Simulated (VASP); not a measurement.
# MgO (Cmcm) in VASP: single point with PBE

Aim: the single point of MgO with PBE.

Everything below comes from runs of VASP 6.6.1. Logs are shortened: lines on timing, memory, paths and dates and some standing lists are left out, and cuts for length are marked.

**1. The cell of the first run**

It takes space group Cmcm (No. 63, orthorhombic). The conventional cell has a = 4.270 Å, b = 4.270 Å, c = 4.270 Å, α = 90.00°, β = 90.00°, γ = 90.00°. Within 2.7 Å of Mg (site symmetry m2m) lie 6 O at 2.01 to 2.26 Å. Within 2.7 Å of O (site symmetry m2m) lie 6 Mg at 2.01 to 2.26 Å.

**2. Single point, PBE (mode 4 (276.9 1/cm) frozen in, largest displacement +0.225 Å)**

Contents of INCAR:

```
SYSTEM = MgO
PREC     = Accurate       ! precision mode
ENCUT    = 520            ! plane-wave cutoff, eV
EDIFF    = 1E-6           ! SCF threshold, eV
ISMEAR   = 0              ! smearing method
SIGMA    = 0.05           ! smearing width, eV
LREAL    = .False.        ! projectors in reciprocal space
LASPH    = .True.         ! aspherical terms in the spheres
NELM     = 60             ! most SCF steps
ALGO     = Normal         ! electronic algorithm
ISIF     = 2              ! what is computed and relaxed
LWAVE    = .False.        ! write WAVECAR
LCHARG   = .False.        ! write CHGCAR
GGA      = PE             ! functional
NBANDS   = 16             ! bands
```

Contents of KPOINTS:

```
regular mesh
0
Gamma
  8 8 6
  0 0 0
```

Contents of POSCAR:

```
MgO
1.0
    0.0000000000     -2.1351500000     -2.1351500000
    0.0000000000      2.1351500000     -2.1351500000
    4.2703000000      0.0000000000      0.0000000000
Mg O
2 2
Direct
    0.5526895066      0.4473104934      0.5000000000
   -0.0526895066      0.0526895066      0.0000000000
    0.4759686805      0.5240313195      0.0000000000
    0.0240313195     -0.0240313195      0.5000000000
```

Potentials or basis: VASP PAW PBE potentials, release 64 (Mg, O).

The run is started by

```sh
cat potpaw_PBE.64/Mg/POTCAR potpaw_PBE.64/O/POTCAR > POTCAR
mpirun -np 1 vasp_std > vasp.out
```

OUTCAR:

```text
SYSTEM = MgO
   PREC = Accurate
   ENCUT = 520
   EDIFF = 1E-6
   ISMEAR = 0
   LREAL = .False.
   LASPH = .True.
   NELM = 60
   ISIF = 2
   GGA = PE

 ion  position               nearest neighbor table
   1  0.553  0.447  0.500-   4 2.01   4 2.14   4 2.14   3 2.16   3 2.16   4 2.26   2 2.72   2 2.72
                             2 3.05   2 3.05   2 3.05   2 3.05   2 3.35   2 3.35
   2  0.947  0.053  0.000-   3 2.01   3 2.14   3 2.14   4 2.16   4 2.16   3 2.26   1 2.72   1 2.72
                             1 3.05   1 3.05   1 3.05   1 3.05   1 3.35   1 3.35
   3  0.476  0.524  0.000-   2 2.01   2 2.14   2 2.14   1 2.16   1 2.16   2 2.26
   4  0.024  0.976  0.500-   1 2.01   1 2.14   1 2.14   2 2.16   2 2.16   1 2.26

  LATTYP: Found a simple tetragonal cell.
 ALAT       =     3.0195580877
 C/A-ratio  =     1.4142135624

  Lattice vectors:

 A1 = (   0.0000000000,  -2.1351500000,  -2.1351500000)
 A2 = (   0.0000000000,   2.1351500000,  -2.1351500000)
 A3 = (   4.2703000000,   0.0000000000,   0.0000000000)

Analysis of symmetry for initial positions (statically):
=====================================================================
 Subroutine PRICEL returns:
 Original cell was already a primitive cell.

 Routine SETGRP: Setting up the symmetry group for a
 simple tetragonal supercell.

 Subroutine GETGRP returns: Found  8 space group operations
 (whereof  4 operations were pure point group operations)
 out of a pool of 16 trial point group operations.

The static configuration has the point symmetry C_2v.
 The point group associated with its full space group is D_2h.

Analysis of symmetry for dynamics (positions and initial velocities):
=====================================================================
 Subroutine PRICEL returns:
 Original cell was already a primitive cell.

 Routine SETGRP: Setting up the symmetry group for a
 simple tetragonal supercell.

 Subroutine GETGRP returns: Found  8 space group operations
 (whereof  4 operations were pure point group operations)
 out of a pool of 16 trial point group operations.

The dynamic configuration has the point symmetry C_2v.
 The point group associated with its full space group is D_2h.

 Subroutine INISYM returns: Found  8 space group operations
 (whereof  4 operations are pure point group operations),
 and found     1 'primitive' translations

----------------------------------------------------------------------------------------

                                     Primitive cell

  volume of cell :      38.9354

  direct lattice vectors                    reciprocal lattice vectors
     0.000000000 -2.135150000 -2.135150000     0.000000000 -0.234175585 -0.234175585
     0.000000000  2.135150000 -2.135150000     0.000000000  0.234175585 -0.234175585
     4.270300000  0.000000000  0.000000000     0.234175585  0.000000000  0.000000000

  length of vectors
     3.019558088  3.019558088  4.270300000     0.331174288  0.331174288  0.234175585

  position of ions in fractional coordinates (direct lattice)
     0.552689507  0.447310493  0.500000000
     0.947310493  0.052689507  0.000000000
     0.475968681  0.524031319  0.000000000
     0.024031319  0.975968681  0.500000000

  ion indices of the primitive-cell ions
   primitive index   ion index
                 1           1
                 2           2
                 3           3
                 4           4

----------------------------------------------------------------------------------------

 KPOINTS: regular mesh

Automatic generation of k-mesh.
 Grid dimensions read from file:
 generate k-points for:    8    8    6

 Generating k-lattice:

  Cartesian coordinates                     Fractional coordinates (reciprocal lattice)
     0.000000000 -0.029271948 -0.029271948     0.125000000  0.000000000  0.000000000
     0.000000000  0.029271948 -0.029271948     0.000000000  0.125000000  0.000000000
     0.039029264  0.000000000  0.000000000     0.000000000  0.000000000  0.166666667

  Length of vectors
     0.041396786  0.041396786  0.039029264

  Shift w.r.t. Gamma in fractional coordinates (k-lattice)
     0.000000000  0.000000000  0.000000000

 Subroutine IBZKPT returns following result:
 ===========================================

 Found     84 irreducible k-points:

 Following reciprocal coordinates:
            Coordinates               Weight
  0.000000  0.000000  0.000000      1.000000
  0.125000  0.000000  0.000000      4.000000
  0.250000  0.000000  0.000000      4.000000
  0.375000  0.000000  0.000000      4.000000
  0.500000  0.000000  0.000000      2.000000
  0.125000  0.125000  0.000000      2.000000
[... 16 lines left out ...]
  0.125000  0.000000  0.166667      8.000000
  0.250000  0.000000  0.166667      8.000000
 [... further k-points ...]
   k-points           NKPTS =     84   k-points in BZ     NKDIM =     84   number of bands    NBANDS=     16
   number of dos      NEDOS =    301   number of ions     NIONS =      4
   total plane-waves  NPLWV =  18432
   dimension x,y,z NGX =    24 NGY =   24 NGZ =   32
   dimension x,y,z NGXF=    48 NGYF=   48 NGZF=   64
   ions per type =               2   2
   NGX,Y,Z   is equivalent  to a cutoff of  13.21, 13.21, 12.46 a.u.
   NGXF,Y,Z  is equivalent  to a cutoff of  26.43, 26.43, 24.92 a.u.
 SYSTEM =  MgO
   PREC   = accura    normal or accurate (medium, high low for compatibility)
   ISTART =      0    job   : 0-new  1-cont  2-samecut
   ICHARG =      2    charge: 1-file 2-atom 10-const
   ISPIN  =      1    spin polarized calculation?
   LNONCOLLINEAR =      F non collinear calculations
   LSORBIT =      F    spin-orbit coupling
   LASPH  =      T    aspherical Exc in radial PAW
   ENCUT  =  520.0 eV  38.22 Ry    6.18 a.u.   5.61  5.61  7.94*2*pi/ulx,y,z
   NELM   =     60;   NELMIN=  2; NELMDL= -5     # of ELM steps
   EDIFF  = 0.1E-05   stopping-criterion for ELM
   LREAL  =      F    real-space projection
   EDIFFG = 0.1E-04   stopping-criterion for IOM
   NSW    =      0    number of steps for IOM
   IBRION =     -1    ionic relax: 0-MD 1-quasi-New 2-CG
   NFREE  =      0    steps in history (QN), initial steepest desc. (CG)
   ISIF   =      2    stress and relaxation
   ISYM   =      2    0-nonsym 1-usesym 2-fastsym
   POTIM  = 0.5000    time-step for ionic-motion
   TEBEG  =    0.0;   TEEND  =   0.0 temperature during run
   PSTRESS=    0.0 pullay stress
   NELECT =      16.0000    total number of electrons
   NUPDOWN=      -1.0000    fix difference up-down
   EMIN   =  10.00;   EMAX   =-10.00  energy-range for DOS
   EFERMI =   0.00;   METHOD = LEGACY
   ISMEAR =     0;   SIGMA  =   0.05  broadening in eV -4-tet -1-fermi 0-gaus
   EFERMI_NEDOS =   21; number of points for ismear=-14 and -15
   IALGO  =     38    algorithm
   IMIX   =      4    mixing-type and parameters
     AMIX     =   0.40;   BMIX     =  1.00
     AMIX_MAG =   1.60;   BMIX_MAG =  1.00
  volume/ion in A,a.u.               =       9.73        65.69
  Fermi-wavevector in a.u.,A,eV,Ry     =   1.217119  2.300022 20.155386  1.481379
  Thomas-Fermi vector in A             =   2.352450
   LORBIT       =      0    0 simple, 1 ext, 2 COOP (PROOUT), +10 PAW based schemes
   GGA     = PE    functional components
   LHFCALC =     F    Hartree Fock is set to
   AEXX    =    0.0000 exact exchange contribution
   IVDW    =     0    specifies the selected vdW correction
   LEPSILON=     F    determine dielectric tensor
   LRPA    =     F    only Hartree local field effects (RPA)
 non-spin polarized calculation
 Gauss-broadening in eV      SIGMA  =   0.05
  energy-cutoff  :      520.00
  volume of cell :       38.94
 maximum number of plane-waves:      1088
 NGX is ok and might be reduce to    24
   NGX = 11   NGY = 11   NGZ = 15

 number of electron      15.9999993 magnetization

 Free energy of the ion-electron system (eV)
  ---------------------------------------------------
  ext. energy  EPLUGINS =         0.00000000
  ---------------------------------------------------
  free energy    TOTEN  =       -23.41308589 eV

  energy without entropy =      -23.41308589  energy(sigma->0) =      -23.41308589

 E-fermi :   3.1614     XC(G=0): -10.8863

 val. band max:        2.9556091260   @ k =   0.0000   0.0000   0.0000
 cond. band min:       7.1250062694   @ k =   0.0000   0.0000   0.0000
 fundamental gap:      4.1693971434
 Fermi energy:         3.1614193580

 k-point     1 :       0.0000    0.0000    0.0000
  band No.  band energies     occupation
      1     -14.1537      2.00000
      2     -12.7128      2.00000
      3      -0.9922      2.00000
      4       1.6155      2.00000
      5       1.6227      2.00000
      6       2.8490      2.00000
[... 8 lines left out ...]
     15      19.1840      0.00000
     16      21.0539      0.00000

 k-point     2 :       0.1250    0.0000    0.0000
  band No.  band energies     occupation
      1     -14.0517      2.00000
      2     -12.7013      2.00000
      3      -0.8460      2.00000
      4       1.1790      2.00000
      5       1.6671      2.00000
      6       2.2386      2.00000
[... 8 lines left out ...]
     15      19.1866      0.00000
     16      20.7035      0.00000

 k-point     3 :       0.2500    0.0000    0.0000
  band No.  band energies     occupation
      1     -13.7729      2.00000
      2     -12.6986      2.00000
      3      -0.4234      2.00000
      4       0.2888      2.00000
      5       1.0584      2.00000
      6       1.8288      2.00000
[... 8 lines left out ...]
     15      19.8321      0.00000
     16      20.2228      0.00000
[... 362 lines left out ...]
 k-point    23 :       0.1250    0.0000    0.1667
  band No.  band energies     occupation
      1     -13.9647      2.00000
      2     -12.7945      2.00000
      3      -0.7562      2.00000
      4       1.3147      2.00000
      5       1.7015      2.00000
      6       1.8160      2.00000
[... 8 lines left out ...]
     15      19.1694      0.00000
     16      20.6270      0.00000

 k-point    24 :       0.2500    0.0000    0.1667
  band No.  band energies     occupation
      1     -13.6987      2.00000
      2     -12.7663      2.00000
      3      -0.6552      2.00000
      4       0.6480      2.00000
      5       0.7480      2.00000
      6       1.8794      2.00000
[... 8 lines left out ...]
     15      19.3938      0.00000
     16      20.3827      0.00000

 [... further k-points ...]

------------------------ aborting loop because EDIFF is reached ----------------------------------------

  FORCE on cell =-STRESS in cart. coord.  units (eV):
  Direction    XX          YY          ZZ          XY          YZ          ZX
  --------------------------------------------------------------------------------------
  -------------------------------------------------------------------------------------
  Total        0.2958447      0.3983005     -1.1198555      0.0000000      0.0000000      0.0000000
  in kB       12.1738838     16.3898973    -46.0815846      0.0000000      0.0000000      0.0000000
  external PRESSURE =      -5.8392678 kB  Pullay stress =       0.0000000 kB

 VOLUME and BASIS-vectors are now :
 -----------------------------------------------------------------------------
  energy-cutoff  :      520.00
  volume of cell :       38.94
      direct lattice vectors                 reciprocal lattice vectors
     0.000000000 -2.135150000 -2.135150000     0.000000000 -0.234175585 -0.234175585
     0.000000000  2.135150000 -2.135150000     0.000000000  0.234175585 -0.234175585
     4.270300000  0.000000000  0.000000000     0.234175585  0.000000000  0.000000000

 POSITION                                       TOTAL-FORCE (eV/Angst)
 -----------------------------------------------------------------------------------
      2.13515     -0.22500     -2.13515         0.000000      1.661475      0.000000
      0.00000     -1.91015     -2.13515         0.000000     -1.661475      0.000000
      0.00000      0.10262     -2.13515         0.000000     -0.398233      0.000000
      2.13515      2.03253     -2.13515         0.000000      0.398233      0.000000
 -----------------------------------------------------------------------------------
    total drift:                                0.000000     -0.000000      0.000000

  FREE ENERGIE OF THE ION-ELECTRON SYSTEM (eV)
  ---------------------------------------------------
  free  energy   TOTEN  =       -23.4130858928 eV

  energy  without entropy=      -23.4130858928  energy(sigma->0) =      -23.41308589
```

It took 46 s on 1 thread of AMD EPYC 7R13 (Zen 3), shared host; peak memory 0.15 GiB.

What came out:

```yaml
Free_energy: -23.4131 eV
Pressure: -0.6 GPa
Largest_force: 1.661 eV/Å
Band_gap_on_the_k_mesh: 4.17 eV, direct
```

Forces on the atoms (eV/Å):
```
Mg   0.000  1.661  0.000
Mg   0.000 -1.661  0.000
O    0.000 -0.398  0.000
O    0.000  0.398  0.000
```

Stress tensor (GPa, compression positive):
```
 1.22  0.00  0.00
 0.00  1.64  0.00
 0.00  0.00 -4.61
```

Levels at points of the mesh, in eV from the valence-band top:
| k point | band 4 | band 5 | band 6 | band 7 | band 8 | band 9 | band 10 | band 11 | band 12 | band 13 |
| --- | --- | --- | --- | --- | --- | --- | --- | --- | --- | --- |
| (0.00, 0.00, 0.00) | -1.34 | -1.33 | -0.11 | -0.08 | 0.00 | 4.17 | 9.09 | 9.36 | 12.02 | 15.03 |
| (0.50, 0.00, 0.00) | -3.29 | -2.12 | -1.72 | -0.75 | -0.57 | 8.93 | 8.97 | 10.55 | 12.20 | 12.54 |
| (0.50, 0.50, 0.00) | -3.93 | -1.41 | -1.34 | -1.32 | -1.29 | 8.89 | 8.98 | 9.19 | 9.36 | 12.57 |
| (0.00, 0.00, 0.50) | -2.58 | -0.75 | -0.75 | -0.75 | -0.75 | 7.51 | 7.51 | 10.91 | 10.91 | 14.69 |
| (0.50, 0.00, 0.50) | -4.49 | -0.66 | -0.66 | -0.60 | -0.60 | 7.49 | 7.49 | 11.89 | 11.89 | 15.59 |
| (0.50, 0.50, 0.50) | -2.93 | -2.88 | -2.88 | -1.62 | -1.62 | 10.54 | 10.54 | 11.26 | 11.26 | 12.03 |

Caveat: the cell differs from its parent crystal (mode 4 (276.9 1/cm) frozen in, largest displacement +0.225 Å); forces of over 1 eV/Å act on the atoms, so gaps and moduli don't describe the material at rest.
